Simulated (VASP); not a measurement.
# Sn (I4/mmm) in VASP: notebook

Sn is run at these levels: PBEsol; tasks: single point.

Everything below comes from runs of VASP 6.6.1. Logs are shortened: lines on timing, memory, paths and dates and some standing lists are left out, and cuts for length are marked.

## Step 1: The cell of the first run

Symmetry: I4/mmm, No. 139, tetragonal system. The conventional cell has a = 3.789 Å, b = 3.789 Å, c = 3.846 Å, α = 90.00°, β = 90.00°, γ = 90.00°. Within 4.3 Å of Sn (site symmetry 4/mmm) lie 14 Sn at 3.30 to 3.85 Å.

## Step 2: Single point, PBEsol (strain +0.000 along x and y, +0.015 along z)

INCAR

```
SYSTEM = Sn
  ALGO = Fast
  EDIFF = 1E-6
  ENCUT = 520
  GGA = PS
  ISIF = 2
  ISMEAR = 0
  LASPH = .True.
  LCHARG = .False.
  LREAL = .False.
  LWAVE = .False.
  NBANDS = 13
  NELM = 80
  PREC = Accurate
  SIGMA = 0.15
```

KPOINTS

```
k-points
0
Gamma
  18 18 18
  0 0 0
```

POSCAR

```
Sn
1.0
   -1.8946518192      1.8946518192      1.9230715965
    1.8946518192     -1.8946518192      1.9230715965
    1.8946518192      1.8946518192     -1.9230715965
Sn
1
Direct
    0.0000000000      0.0000000000      0.0000000000
```

Potentials or basis: VASP PAW PBE potentials, release 64 (Sn_d).

The run is started by

```console
> cat potpaw_PBE.64/Sn_d/POTCAR > POTCAR
> mpirun -np 1 vasp_std > vasp.out
```

OUTCAR:

```text
SYSTEM = Sn
   EDIFF = 1E-6
   ENCUT = 520
   GGA = PS
   ISIF = 2
   ISMEAR = 0
   LASPH = .True.
   LREAL = .False.
   NELM = 80
   PREC = Accurate

 ion  position               nearest neighbor table
   1  0.000  0.000  0.000-

  LATTYP: Found a body centered tetragonal cell.
 ALAT       =     3.7893036384
 C/A-ratio  =     1.0150000000

  Lattice vectors:

 A1 = (  -1.8946518192,   1.8946518192,   1.9230715965)
 A2 = (   1.8946518192,  -1.8946518192,   1.9230715965)
 A3 = (   1.8946518192,   1.8946518192,  -1.9230715965)

Analysis of symmetry for initial positions (statically):
=====================================================================
 Subroutine PRICEL returns:
 Original cell was already a primitive cell.

 Routine SETGRP: Setting up the symmetry group for a
 body centered tetragonal supercell.

 Subroutine GETGRP returns: Found 16 space group operations
 (whereof 16 operations were pure point group operations)
 out of a pool of 16 trial point group operations.

The static configuration has the point symmetry D_4h.

Analysis of symmetry for dynamics (positions and initial velocities):
=====================================================================
 Subroutine PRICEL returns:
 Original cell was already a primitive cell.

 Routine SETGRP: Setting up the symmetry group for a
 body centered tetragonal supercell.

 Subroutine GETGRP returns: Found 16 space group operations
 (whereof 16 operations were pure point group operations)
 out of a pool of 16 trial point group operations.

The dynamic configuration has the point symmetry D_4h.

 Subroutine INISYM returns: Found 16 space group operations
 (whereof 16 operations are pure point group operations),
 and found     1 'primitive' translations

----------------------------------------------------------------------------------------

                                     Primitive cell

  volume of cell :      27.6130

  direct lattice vectors                    reciprocal lattice vectors
    -1.894651819  1.894651819  1.923071597     0.000000000  0.263900731  0.260000720
     1.894651819 -1.894651819  1.923071597     0.263900731  0.000000000  0.260000720
     1.894651819  1.894651819 -1.923071597     0.263900731  0.263900731  0.000000000

  length of vectors
     3.298123011  3.298123011  3.298123011     0.370464533  0.370464533  0.373211993

  position of ions in fractional coordinates (direct lattice)
     0.000000000  0.000000000  0.000000000

  ion indices of the primitive-cell ions
   primitive index   ion index
                 1           1

----------------------------------------------------------------------------------------

 KPOINTS: k-points

Automatic generation of k-mesh.
 Grid dimensions read from file:
 generate k-points for:   18   18   18

 Generating k-lattice:

  Cartesian coordinates                     Fractional coordinates (reciprocal lattice)
     0.000000000  0.014661152  0.014444484     0.055555556 -0.000000000  0.000000000
     0.014661152  0.000000000  0.014444484    -0.000000000  0.055555556  0.000000000
     0.014661152  0.014661152  0.000000000     0.000000000  0.000000000  0.055555556

  Length of vectors
     0.020581363  0.020581363  0.020734000

  Shift w.r.t. Gamma in fractional coordinates (k-lattice)
     0.000000000  0.000000000  0.000000000

 Subroutine IBZKPT returns following result:
 ===========================================

 Found    480 irreducible k-points:

 Following reciprocal coordinates:
            Coordinates               Weight
  0.000000  0.000000  0.000000      1.000000
  0.055556  0.000000 -0.000000      8.000000
  0.111111  0.000000 -0.000000      8.000000
  0.166667  0.000000 -0.000000      8.000000
  0.222222  0.000000  0.000000      8.000000
  0.277778  0.000000  0.000000      8.000000
[... 16 lines left out ...]
 -0.277778  0.055556  0.000000     16.000000
 -0.222222  0.055556  0.000000     16.000000
 [... further k-points ...]
   k-points           NKPTS =    480   k-points in BZ     NKDIM =    480   number of bands    NBANDS=     13
   number of dos      NEDOS =    301   number of ions     NIONS =      1
   total plane-waves  NPLWV =  21952
   dimension x,y,z NGX =    28 NGY =   28 NGZ =   28
   dimension x,y,z NGXF=    56 NGYF=   56 NGZF=   56
   ions per type =               1
   NGX,Y,Z   is equivalent  to a cutoff of  14.11, 14.11, 14.11 a.u.
   NGXF,Y,Z  is equivalent  to a cutoff of  28.23, 28.23, 28.23 a.u.
 SYSTEM =  Sn
   PREC   = accura    normal or accurate (medium, high low for compatibility)
   ISTART =      0    job   : 0-new  1-cont  2-samecut
   ICHARG =      2    charge: 1-file 2-atom 10-const
   ISPIN  =      1    spin polarized calculation?
   LNONCOLLINEAR =      F non collinear calculations
   LSORBIT =      F    spin-orbit coupling
   LASPH  =      T    aspherical Exc in radial PAW
   ENCUT  =  520.0 eV  38.22 Ry    6.18 a.u.   6.13  6.13  6.13*2*pi/ulx,y,z
   NELM   =     80;   NELMIN=  2; NELMDL= -5     # of ELM steps
   EDIFF  = 0.1E-05   stopping-criterion for ELM
   LREAL  =      F    real-space projection
   EDIFFG = 0.1E-04   stopping-criterion for IOM
   NSW    =      0    number of steps for IOM
   IBRION =     -1    ionic relax: 0-MD 1-quasi-New 2-CG
   NFREE  =      0    steps in history (QN), initial steepest desc. (CG)
   ISIF   =      2    stress and relaxation
   ISYM   =      2    0-nonsym 1-usesym 2-fastsym
   POTIM  = 0.5000    time-step for ionic-motion
   TEBEG  =    0.0;   TEEND  =   0.0 temperature during run
   PSTRESS=    0.0 pullay stress
   NELECT =      14.0000    total number of electrons
   NUPDOWN=      -1.0000    fix difference up-down
   EMIN   =  10.00;   EMAX   =-10.00  energy-range for DOS
   EFERMI =   0.00;   METHOD = LEGACY
   ISMEAR =     0;   SIGMA  =   0.15  broadening in eV -4-tet -1-fermi 0-gaus
   EFERMI_NEDOS =   21; number of points for ismear=-14 and -15
   IALGO  =     68    algorithm
   IMIX   =      4    mixing-type and parameters
     AMIX     =   0.40;   BMIX     =  1.00
     AMIX_MAG =   1.60;   BMIX_MAG =  1.00
  volume/ion in A,a.u.               =      27.61       186.34
  Fermi-wavevector in a.u.,A,eV,Ry     =   1.305407  2.466862 23.185533  1.704089
  Thomas-Fermi vector in A             =   2.436279
   LORBIT       =      0    0 simple, 1 ext, 2 COOP (PROOUT), +10 PAW based schemes
   GGA     = PS    functional components
   LHFCALC =     F    Hartree Fock is set to
   AEXX    =    0.0000 exact exchange contribution
   IVDW    =     0    specifies the selected vdW correction
   LEPSILON=     F    determine dielectric tensor
   LRPA    =     F    only Hartree local field effects (RPA)
 non-spin polarized calculation
 RMM-DIIS sequential band-by-band and
 Gauss-broadening in eV      SIGMA  =   0.15
  energy-cutoff  :      520.00
  volume of cell :       27.61
 maximum number of plane-waves:       755
 NGX is ok and might be reduce to    28
   NGX = 13   NGY = 13   NGZ = 13

 number of electron      13.9999997 magnetization

 Free energy of the ion-electron system (eV)
  ---------------------------------------------------
  ext. energy  EPLUGINS =         0.00000000
  ---------------------------------------------------
  free energy    TOTEN  =        -4.22053947 eV

  energy without entropy =       -4.21344961  energy(sigma->0) =       -4.21699454

 E-fermi :   7.7330     XC(G=0): -10.4314

 val. band max:        7.7139136785   @ k =  -0.3889  -0.4444   0.0556
 cond. band min:       7.7340249924   @ k =  -0.3889  -0.4444   0.3889
 fundamental gap:      0.0201113139
 Fermi energy:         7.7330267971

 k-point     1 :       0.0000    0.0000    0.0000
  band No.  band energies     occupation
      1     -13.6991      2.00000
      2     -13.6991      2.00000
      3     -13.6960      2.00000
      4     -13.5688      2.00000
      5     -13.5609      2.00000
      6      -3.2455      2.00000
      7      15.4896      0.00000
      8      15.5688      0.00000
      9      15.5688      0.00000
     10      19.7014      0.00000
     11      19.8975      0.00000
     12      19.8990      0.00000
     13      20.2810      0.00000

 k-point     2 :       0.0556    0.0000   -0.0000
  band No.  band energies     occupation
      1     -13.6991      2.00000
      2     -13.6970      2.00000
      3     -13.6910      2.00000
      4     -13.5700      2.00000
      5     -13.5615      2.00000
      6      -3.1794      2.00000
      7      14.9169      0.00000
      8      15.3021      0.00000
      9      15.4528      0.00000
     10      18.9165      0.00000
     11      19.2412      0.00000
     12      19.6334      0.00000
     13      20.7640      0.00000

 k-point     3 :       0.1111    0.0000   -0.0000
  band No.  band energies     occupation
      1     -13.7026      2.00000
      2     -13.6914      2.00000
      3     -13.6731      2.00000
      4     -13.5735      2.00000
      5     -13.5629      2.00000
      6      -2.9812      2.00000
      7      13.4869      0.00000
      8      14.6742      0.00000
      9      15.2198      0.00000
     10      18.0818      0.00000
     11      18.4876      0.00000
     12      19.4165      0.00000
     13      21.0495      0.00000
[... 305 lines left out ...]
 k-point    23 :      -0.2778    0.0556    0.0000
  band No.  band energies     occupation
      1     -13.7166      2.00000
      2     -13.6753      2.00000
      3     -13.5910      2.00000
      4     -13.5844      2.00000
      5     -13.5671      2.00000
      6      -1.8530      2.00000
      7       9.1562      0.00000
      8      12.5138      0.00000
      9      13.8808      0.00000
     10      16.9086      0.00000
     11      17.5287      0.00000
     12      19.5229      0.00000
     13      22.3651      0.00000

 k-point    24 :      -0.2222    0.0556    0.0000
  band No.  band energies     occupation
      1     -13.7095      2.00000
      2     -13.6822      2.00000
      3     -13.6251      2.00000
      4     -13.5807      2.00000
      5     -13.5660      2.00000
      6      -2.3820      2.00000
      7      10.8607      0.00000
      8      13.2271      0.00000
      9      14.3229      0.00000
     10      17.3817      0.00000
     11      17.8606      0.00000
     12      19.3145      0.00000
     13      21.9702      0.00000

 [... further k-points ...]

------------------------ aborting loop because EDIFF is reached ----------------------------------------

  FORCE on cell =-STRESS in cart. coord.  units (eV):
  Direction    XX          YY          ZZ          XY          YZ          ZX
  --------------------------------------------------------------------------------------
  -------------------------------------------------------------------------------------
  Total       -0.4675163     -0.4675163     -0.3951582      0.0000000      0.0000000      0.0000000
  in kB      -27.1264559    -27.1264559    -22.9280578      0.0000000      0.0000000      0.0000000
  external PRESSURE =     -25.7269899 kB  Pullay stress =       0.0000000 kB

 VOLUME and BASIS-vectors are now :
 -----------------------------------------------------------------------------
  energy-cutoff  :      520.00
  volume of cell :       27.61
      direct lattice vectors                 reciprocal lattice vectors
    -1.894651819  1.894651819  1.923071597     0.000000000  0.263900731  0.260000720
     1.894651819 -1.894651819  1.923071597     0.263900731  0.000000000  0.260000720
     1.894651819  1.894651819 -1.923071597     0.263900731  0.263900731  0.000000000

 POSITION                                       TOTAL-FORCE (eV/Angst)
 -----------------------------------------------------------------------------------
      0.00000      0.00000      0.00000         0.000000      0.000000      0.000000
 -----------------------------------------------------------------------------------
    total drift:                               -0.000000     -0.000000     -0.000000

  FREE ENERGIE OF THE ION-ELECTRON SYSTEM (eV)
  ---------------------------------------------------
  free  energy   TOTEN  =        -4.2205394734 eV

  energy  without entropy=       -4.2134496052  energy(sigma->0) =       -4.21699454
```

Run time: 93 s. Hardware: 1 thread of Intel Xeon 6975P-C (Granite Rapids), shared host; peak memory 0.28 GiB.

What came out:

* Free energy: -4.2205 eV
* Pressure: -2.6 GPa
* Band gap on the k mesh: zero (bands 7 and 8 overlap by 10.15 eV)

Caveat: the cell differs from its parent crystal (strain +0.000 along x and y, +0.015 along z); the PAW data sets were made with another functional, which shifts forces and pressure a little; spin-orbit coupling is left out, which moves the levels of the heavy elements.

## Step 3: Single point, PBEsol (strain +0.015 along x and y, -0.015 along z)

INCAR

```
SYSTEM = Sn
  ALGO = Fast
  EDIFF = 1E-7
  ENCUT = 520
  GGA = PS
  ISIF = 2
  ISMEAR = 0
  LASPH = .TRUE.
  LCHARG = .TRUE.
  LELF = .TRUE.
  LREAL = .FALSE.
  LVHAR = .TRUE.
  LWAVE = .FALSE.
  NBANDS = 13
  NELM = 100
  PREC = Accurate
  SIGMA = 0.15
```

KPOINTS

```
k-points
0
G
  18 18 18
  0 0 0
```

POSCAR

```
Sn
1.0
   -1.9230715965      1.9230715965      1.8662320419
    1.9230715965     -1.9230715965      1.8662320419
    1.9230715965      1.9230715965     -1.8662320419
Sn
1
Direct
    0.0000000000      0.0000000000      0.0000000000
```

Potentials or basis: VASP PAW PBE potentials, release 64 (Sn_d).

The run is started by

```console
> cat potpaw_PBE.64/Sn_d/POTCAR > POTCAR
> mpirun -np 1 vasp_std > vasp.out
```

Run time: 1.9 min. Hardware: 1 thread of Intel Xeon 6975P-C (Granite Rapids), shared host; peak memory 0.28 GiB.

It converged, with:

```
Free energy            : -4.2219 eV
Pressure               : -2.6 GPa
Band gap on the k mesh : zero (bands 7 and 8 overlap by 10.12 eV)
```

Stress tensor (GPa, compression positive):
```
-2.31  0.00  0.00
 0.00 -2.31  0.00
 0.00  0.00 -3.08
```

Levels at points of the mesh, in eV from the Fermi level:
| k point | band 5 | band 6 | band 7 | band 8 | band 9 | band 10 |
| --- | --- | --- | --- | --- | --- | --- |
| (0.00, 0.00, 0.00) | -21.29 | -10.98 | 7.74 | 7.74 | 7.94 | 11.99 |
| (0.50, 0.00, 0.00) | -21.22 | -6.34 | -4.32 | 3.44 | 5.21 | 7.73 |
| (0.50, 0.50, 0.00) | -21.22 | -6.53 | -4.40 | 3.80 | 5.72 | 8.17 |
| (0.50, 0.50, 0.50) | -21.23 | -2.61 | -0.64 | -0.64 | -0.08 | 3.71 |

Caveat: the cell differs from its parent crystal (strain +0.015 along x and y, -0.015 along z); the PAW data sets were made with another functional, which shifts forces and pressure a little; spin-orbit coupling is left out, which moves the levels of the heavy elements.

[end of part 1 of 2]

The gap in the log of VASP goes by the Fermi energy; the results here count the filled bands.